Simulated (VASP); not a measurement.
Input of a VASP 6.6.1 run:

The input INCAR:

```
PREC     = Accurate       # precision mode
ENCUT    = 520            # plane-wave cutoff, eV
EDIFF    = 1E-7           # SCF threshold, eV
ISMEAR   = 0              # smearing method
SIGMA    = 0.1            # smearing width, eV
LREAL    = False          # projectors in reciprocal space
LASPH    = True           # aspherical terms in the spheres
NELM     = 100            # most SCF steps
ALGO     = Normal         # electronic algorithm
ISIF     = 2              # what is computed and relaxed
LWAVE    = False          # write WAVECAR
LCHARG   = True           # write CHGCAR
GGA      = PE             # functional
LELF     = True           # ELF
LVHAR    = True         
NBANDS   = 42             # bands
```

Contents of KPOINTS:

```
regular mesh
0
Gamma
  12 12 10
```

Contents of POSCAR:

```
LuTi3F
1.0
    5.4311728271      0.0000000000      0.0000000000
   -2.7155864135      4.7035336407      0.0000000000
    0.0000000000      0.0000000000      4.1773275561
Lu Ti F
1 3 1
Direct
    0.0000000000      0.0000000000      0.0000000000
    0.5000000000      0.0000000000      0.5000000000
    0.0000000000      0.5000000000      0.5000000000
    0.5000000000      0.5000000000      0.5000000000
    0.0000000000      0.0000000000      0.5000000000
```

Potentials or basis: VASP PAW PBE potentials, release 64 (Lu, Ti_sv, F).

Run with:

```bash
$ cat potpaw_PBE.64/Lu/POTCAR potpaw_PBE.64/Ti_sv/POTCAR potpaw_PBE.64/F/POTCAR > POTCAR
$ mpirun -np 1 vasp_std > vasp.out
```

(1) Estimate the pressure.

(2) Estimate the band gap on the k mesh.

## Answers

(1) 0.2 GPa.

(2) zero (band 34 reaches 5.13 eV, above the bottom of band 35 at 4.22 eV).

Caveat: spin-orbit coupling is left out, which moves the levels of the heavy elements.
